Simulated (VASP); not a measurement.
# Si in VASP: further runs

Si is run at these levels: PBE; tasks: relaxation of the atoms.

All numbers are computed with VASP 6.6.1; they aren't measurements. Logs are shortened: lines on timing, memory, paths and dates and some standing lists are left out, and cuts for length are marked.

## Step 1: The cell of the first run

Symmetry: I4_1/amd, No. 141, tetragonal system. Conventional cell: a = 3.868 Å, b = 3.868 Å, c = 5.498 Å, α = 90.00°, β = 90.00°, γ = 90.00°. Within 3.1 Å of Si (site symmetry -4m2) lie 4 Si at 2.37 Å.

## Step 2: Relaxation of the atoms, PBE

File INCAR:

```
SYSTEM = Si
  PREC = Accurate
  ENCUT = 520
  EDIFF = 1E-7
  ISMEAR = 0
  SIGMA = 0.01
  LREAL = .False.
  LASPH = .True.
  NELM = 100
  ALGO = Normal
  ISIF = 2
  LWAVE = .False.
  LCHARG = .False.
  GGA = PE
  IBRION = 2
  NSW = 80
  EDIFFG = -5E-4
```

File KPOINTS:

```
regular mesh
0
Gamma
  10 10 10
  0 0 0
```

File POSCAR:

```
Si
1.0
    0.0000000000      2.7351086096      2.7487841527
    2.7351086096      0.0000000000      2.7487841527
    2.7351086096      2.7351086096      0.0000000000
Si
2
Direct
    0.0000000000      0.0000000000      0.0000000000
    0.2500000000      0.2500000000      0.2500000000
```

Potentials or basis: VASP PAW PBE potentials, release 64 (Si).

Started as:

```console
$ cat potpaw_PBE.64/Si/POTCAR > POTCAR
$ mpirun -np 1 vasp_std > vasp.out
```

OUTCAR:

```text
SYSTEM = Si
   PREC = Accurate
   ENCUT = 520
   EDIFF = 1E-7
   ISMEAR = 0
   LREAL = .False.
   LASPH = .True.
   NELM = 100
   ISIF = 2
   GGA = PE
   IBRION = 2
   NSW = 80
   EDIFFG = -5E-4

 ion  position               nearest neighbor table
   1  0.000  0.000  0.000-   2 2.37   2 2.37   2 2.37   2 2.37
   2  0.250  0.250  0.250-   1 2.37   1 2.37   1 2.37   1 2.37

  LATTYP: Found a body centered tetragonal cell.
 ALAT       =     3.8680276903
 C/A-ratio  =     1.4212846302

  Lattice vectors:

 A1 = (  -2.7351086096,   0.0000000000,   2.7487841527)
 A2 = (   2.7351086096,   0.0000000000,   2.7487841527)
 A3 = (   0.0000000000,   2.7351086096,  -2.7487841527)

Analysis of symmetry for initial positions (statically):
=====================================================================
 Subroutine PRICEL returns:
 Original cell was already a primitive cell.

 Routine SETGRP: Setting up the symmetry group for a
 body centered tetragonal supercell.

 Subroutine GETGRP returns: Found 16 space group operations
 (whereof  8 operations were pure point group operations)
 out of a pool of 16 trial point group operations.

The static configuration has the point symmetry D_2d.
 The point group associated with its full space group is D_4h.

Analysis of symmetry for dynamics (positions and initial velocities):
=====================================================================
 Subroutine PRICEL returns:
 Original cell was already a primitive cell.

 Routine SETGRP: Setting up the symmetry group for a
 body centered tetragonal supercell.

 Subroutine GETGRP returns: Found 16 space group operations
 (whereof  8 operations were pure point group operations)
 out of a pool of 16 trial point group operations.

The dynamic configuration has the point symmetry D_2d.
 The point group associated with its full space group is D_4h.

 Subroutine INISYM returns: Found 16 space group operations
 (whereof  8 operations are pure point group operations),
 and found     1 'primitive' translations

----------------------------------------------------------------------------------------

                                     Primitive cell

  volume of cell :      41.1263

  direct lattice vectors                    reciprocal lattice vectors
     0.000000000  2.735108610  2.748784153    -0.182808097  0.182808097  0.181898604
     2.735108610  0.000000000  2.748784153     0.182808097 -0.182808097  0.181898604
     2.735108610  2.735108610  0.000000000     0.182808097  0.182808097 -0.181898604

  length of vectors
     3.877709817  3.877709817  3.868027690     0.316108688  0.316108688  0.316108688

  position of ions in fractional coordinates (direct lattice)
     0.000000000  0.000000000  0.000000000
     0.250000000  0.250000000  0.250000000

  ion indices of the primitive-cell ions
   primitive index   ion index
                 1           1
                 2           2

----------------------------------------------------------------------------------------

 KPOINTS: regular mesh

Automatic generation of k-mesh.
 Grid dimensions read from file:
 generate k-points for:   10   10   10

 Generating k-lattice:

  Cartesian coordinates                     Fractional coordinates (reciprocal lattice)
    -0.018280810  0.018280810  0.018189860     0.100000000  0.000000000  0.000000000
     0.018280810 -0.018280810  0.018189860     0.000000000  0.100000000  0.000000000
     0.018280810  0.018280810 -0.018189860     0.000000000  0.000000000  0.100000000

  Length of vectors
     0.031610869  0.031610869  0.031610869

  Shift w.r.t. Gamma in fractional coordinates (k-lattice)
     0.000000000  0.000000000  0.000000000

 Subroutine IBZKPT returns following result:
 ===========================================

 Found    102 irreducible k-points:

 Following reciprocal coordinates:
            Coordinates               Weight
  0.000000  0.000000  0.000000      1.000000
  0.100000  0.000000  0.000000      8.000000
  0.200000  0.000000  0.000000      8.000000
  0.300000 -0.000000  0.000000      8.000000
  0.400000  0.000000  0.000000      8.000000
  0.500000  0.000000  0.000000      4.000000
[... 16 lines left out ...]
  0.300000  0.300000  0.000000      2.000000
  0.400000  0.300000  0.000000      8.000000
 [... further k-points ...]
   k-points           NKPTS =    102   k-points in BZ     NKDIM =    102   number of bands    NBANDS=      8
   number of dos      NEDOS =    301   number of ions     NIONS =      2
   total plane-waves  NPLWV =  27000
   dimension x,y,z NGX =    30 NGY =   30 NGZ =   30
   dimension x,y,z NGXF=    60 NGYF=   60 NGZF=   60
   ions per type =               2
   NGX,Y,Z   is equivalent  to a cutoff of  12.86, 12.86, 12.89 a.u.
   NGXF,Y,Z  is equivalent  to a cutoff of  25.72, 25.72, 25.79 a.u.
 SYSTEM =  Si
   PREC   = accura    normal or accurate (medium, high low for compatibility)
   ISTART =      0    job   : 0-new  1-cont  2-samecut
   ICHARG =      2    charge: 1-file 2-atom 10-const
   ISPIN  =      1    spin polarized calculation?
   LNONCOLLINEAR =      F non collinear calculations
   LSORBIT =      F    spin-orbit coupling
   LASPH  =      T    aspherical Exc in radial PAW
   ENCUT  =  520.0 eV  38.22 Ry    6.18 a.u.   7.21  7.21  7.19*2*pi/ulx,y,z
   NELM   =    100;   NELMIN=  2; NELMDL= -5     # of ELM steps
   EDIFF  = 0.1E-06   stopping-criterion for ELM
   LREAL  =      F    real-space projection
   EDIFFG = -.5E-03   stopping-criterion for IOM
   NSW    =     80    number of steps for IOM
   IBRION =      2    ionic relax: 0-MD 1-quasi-New 2-CG
   NFREE  =      1    steps in history (QN), initial steepest desc. (CG)
   ISIF   =      2    stress and relaxation
   ISYM   =      2    0-nonsym 1-usesym 2-fastsym
   POTIM  = 0.5000    time-step for ionic-motion
   TEBEG  =    0.0;   TEEND  =   0.0 temperature during run
   PSTRESS=    0.0 pullay stress
   NELECT =       8.0000    total number of electrons
   NUPDOWN=      -1.0000    fix difference up-down
   EMIN   =  10.00;   EMAX   =-10.00  energy-range for DOS
   EFERMI =   0.00;   METHOD = LEGACY
   ISMEAR =     0;   SIGMA  =   0.01  broadening in eV -4-tet -1-fermi 0-gaus
   EFERMI_NEDOS =   21; number of points for ismear=-14 and -15
   IALGO  =     38    algorithm
   IMIX   =      4    mixing-type and parameters
     AMIX     =   0.40;   BMIX     =  1.00
     AMIX_MAG =   1.60;   BMIX_MAG =  1.00
  volume/ion in A,a.u.               =      20.56       138.77
  Fermi-wavevector in a.u.,A,eV,Ry     =   0.948560  1.792519 12.242066  0.899766
  Thomas-Fermi vector in A             =   2.076760
   LORBIT       =      0    0 simple, 1 ext, 2 COOP (PROOUT), +10 PAW based schemes
   GGA     = PE    functional components
   LHFCALC =     F    Hartree Fock is set to
   AEXX    =    0.0000 exact exchange contribution
   IVDW    =     0    specifies the selected vdW correction
   LEPSILON=     F    determine dielectric tensor
   LRPA    =     F    only Hartree local field effects (RPA)
 conjugate gradient relaxation of ions
 non-spin polarized calculation
 Gauss-broadening in eV      SIGMA  =   0.01
  energy-cutoff  :      520.00
  volume of cell :       41.13
 maximum number of plane-waves:      1120
 NGX is ok and might be reduce to    30
   NGX = 15   NGY = 15   NGZ = 15

 number of electron       8.0000001 magnetization

 Free energy of the ion-electron system (eV)
  ---------------------------------------------------
  ext. energy  EPLUGINS =         0.00000000
  ---------------------------------------------------
  free energy    TOTEN  =       -10.84861985 eV

  energy without entropy =      -10.84861985  energy(sigma->0) =      -10.84861985

 E-fermi :   5.6518     XC(G=0):  -9.3045

 val. band max:        5.5704409657   @ k =   0.0000   0.0000   0.0000
 cond. band min:       6.1717764765   @ k =   0.4000   0.0000   0.4000
 fundamental gap:      0.6013355108
 Fermi energy:         5.6518229793

 k-point     1 :       0.0000    0.0000    0.0000
  band No.  band energies     occupation
      1      -6.2168      2.00000
      2       5.5355      2.00000
      3       5.5704      2.00000
      4       5.5704      2.00000
      5       8.1071      0.00000
      6       8.1071      0.00000
      7       8.1255      0.00000
      8       8.6264      0.00000

 k-point     2 :       0.1000    0.0000    0.0000
  band No.  band energies     occupation
      1      -6.0889      2.00000
      2       4.4168      2.00000
      3       5.3533      2.00000
      4       5.3792      2.00000
      5       8.0648      0.00000
      6       8.3918      0.00000
      7       8.4031      0.00000
      8       9.6116      0.00000

 k-point     3 :       0.2000    0.0000    0.0000
  band No.  band energies     occupation
      1      -5.7114      2.00000
      2       2.5832      2.00000
      3       4.9780      2.00000
      4       5.0105      2.00000
      5       7.6909      0.00000
      6       8.8973      0.00000
      7       8.8978      0.00000
      8      11.3884      0.00000

 k-point     4 :       0.3000   -0.0000    0.0000
  band No.  band energies     occupation
      1      -5.1113      2.00000
      2       0.8329      2.00000
      3       4.6457      2.00000
      4       4.6851      2.00000
      5       7.3267      0.00000
      6       9.0699      0.00000
      7       9.0924      0.00000
      8      13.0174      0.00000

 k-point     5 :       0.4000    0.0000    0.0000
  band No.  band energies     occupation
      1      -4.3863      2.00000
      2      -0.6077      2.00000
      3       4.4340      2.00000
      4       4.4784      2.00000
      5       7.0866      0.00000
      6       8.9638      0.00000
      7       8.9975      0.00000
      8      13.3535      0.00000
[... 177 lines left out ...]
 k-point    22 :      -0.2000    0.2000    0.0000
  band No.  band energies     occupation
      1      -4.8970      2.00000
      2       1.1116      2.00000
      3       2.6254      2.00000
      4       4.7551      2.00000
      5       8.4248      0.00000
      6       9.5137      0.00000
      7       9.7896      0.00000
      8      11.1790      0.00000

 k-point    23 :       0.3000    0.3000    0.0000
  band No.  band energies     occupation
      1      -4.7113      2.00000
      2       1.1335      2.00000
      3       3.4100      2.00000
      4       3.4100      2.00000
      5       6.4837      0.00000
      6       8.0038      0.00000
      7      12.1033      0.00000
      8      12.1033      0.00000

 k-point    24 :       0.4000    0.3000    0.0000
  band No.  band energies     occupation
      1      -4.1154      2.00000
      2       0.1548      2.00000
      3       2.7943      2.00000
      4       3.2109      2.00000
      5       6.6710      0.00000
      6       7.8472      0.00000
      7      12.3777      0.00000
      8      12.5389      0.00000

 [... further k-points ...]

------------------------ aborting loop because EDIFF is reached ----------------------------------------

  FORCE on cell =-STRESS in cart. coord.  units (eV):
  Direction    XX          YY          ZZ          XY          YZ          ZX
  --------------------------------------------------------------------------------------
  -------------------------------------------------------------------------------------
  Total       -0.0914178     -0.0914178     -0.2157317      0.0000000      0.0000000     -0.0000000
  in kB       -3.5614050     -3.5614050     -8.4043607      0.0000000      0.0000000     -0.0000000
  external PRESSURE =      -5.1757236 kB  Pullay stress =       0.0000000 kB

 VOLUME and BASIS-vectors are now :
 -----------------------------------------------------------------------------
  energy-cutoff  :      520.00
  volume of cell :       41.13
      direct lattice vectors                 reciprocal lattice vectors
     0.000000000  2.735108610  2.748784153    -0.182808097  0.182808097  0.181898604
     2.735108610  0.000000000  2.748784153     0.182808097 -0.182808097  0.181898604
     2.735108610  2.735108610  0.000000000     0.182808097  0.182808097 -0.181898604

 POSITION                                       TOTAL-FORCE (eV/Angst)
 -----------------------------------------------------------------------------------
      0.00000      0.00000      0.00000         0.000000      0.000000      0.000000
      1.36755      1.36755      1.37439        -0.000000     -0.000000     -0.000000
 -----------------------------------------------------------------------------------
    total drift:                               -0.000000     -0.000000     -0.000000

  FREE ENERGIE OF THE ION-ELECTRON SYSTEM (eV)
  ---------------------------------------------------
  free  energy   TOTEN  =       -10.8486198467 eV

  energy  without entropy=      -10.8486198467  energy(sigma->0) =      -10.84861985

 reached required accuracy - stopping structural energy minimisation
```

Wall time 36 s (1 thread of Oxide Virtual Turin-like, shared host); peak memory 0.13 GiB.

What came out:

```
Free energy             : -10.8486 eV
Pressure after relaxing : -0.5 GPa
Band gap on the k mesh  : 0.60 eV (least direct gap 2.54 eV)
```

Final structure:
```
Si
1.0
     0.00000    2.73511    2.74878
     2.73511    0.00000    2.74878
     2.73511    2.73511    0.00000
Si
2
Direct
  0.00000 0.00000 0.00000
  0.25000 0.25000 0.25000
```

Caveat: semilocal functionals underestimate gaps, and a narrow one can read as zero. A k mesh can miss the band edges.

## Step 3: Relaxation of the atoms, PBE

This run uses another cell than the first one, of 20.46 Å³/atom.

File INCAR:

```
ALGO = Normal ; EDIFF = 1E-6
EDIFFG = -5E-4 ; ENCUT = 520
GGA = PE ; IBRION = 2
ISIF = 2 ; ISMEAR = 0
LASPH = True ; LCHARG = False
LREAL = False ; LWAVE = False
NELM = 60 ; NSW = 80
PREC = Accurate ; SIGMA = 0.01
```

File KPOINTS:

```
k-points
0
Gamma
  10 10 10
```

File POSCAR:

```
Si
1.0
    0.0136755430      2.7419463812      2.7419463812
    2.7419463812      0.0136755430      2.7419463812
    2.7419463812      2.7419463812      0.0136755430
Si
2
Direct
    0.0000000000      0.0000000000      0.0000000000
    0.2500000000      0.2500000000      0.2500000000
```

Potentials or basis: VASP PAW PBE potentials, release 64 (Si).

Started as:

```console
$ cat potpaw_PBE.64/Si/POTCAR > POTCAR
$ mpirun -np 1 vasp_std > vasp.out
```

Wall time 57 s (1 thread of Oxide Virtual Turin-like, shared host); peak memory 0.13 GiB.

The run converged. Its results:

```yaml
Free_energy: -10.8485 eV
Energy_gained_by_relaxing: 0.1 meV/atom
Ionic_steps: 3
Pressure_after_relaxing: -0.1 GPa
Band_gap_on_the_k_mesh: 0.60 eV (least direct gap 2.47 eV)
```

Stress tensor (GPa, compression positive):
```
-0.08 -0.37 -0.37
-0.37 -0.08 -0.37
-0.37 -0.37 -0.08
```

The path:
```csv
step,energy change (eV),largest force (eV/Å),pressure (GPa)
1,0.0000,0.0759,-0.07
2,-0.0002,0.0176,-0.08
3,-0.0002,0.0003,-0.08
```

Final structure:
```
Si
1.0
     0.01368    2.74195    2.74195
     2.74195    0.01368    2.74195
     2.74195    2.74195    0.01368
Si
2
Direct
  0.00031 0.00031 0.00031
  0.24969 0.24969 0.24969
```

Levels at points of the mesh, in eV from the valence-band top:
```tsv
k point	band 1	band 2	band 3	band 4	band 5	band 6	band 7	band 8
(0.00, 0.00, 0.00)	-11.83	-0.07	0.00	0.00	2.47	2.56	2.56	3.11
(0.50, 0.00, 0.00)	-9.54	-6.88	-1.23	-1.20	1.42	3.30	3.34	7.66
(0.50, 0.50, 0.00)	-7.78	-7.76	-2.85	-2.78	0.70	0.77	9.89	9.92
(0.50, 0.50, 0.50)	-9.59	-6.90	-1.16	-1.16	1.52	3.36	3.36	7.73
```

Caveat: semilocal functionals underestimate gaps, and a narrow one can read as zero.
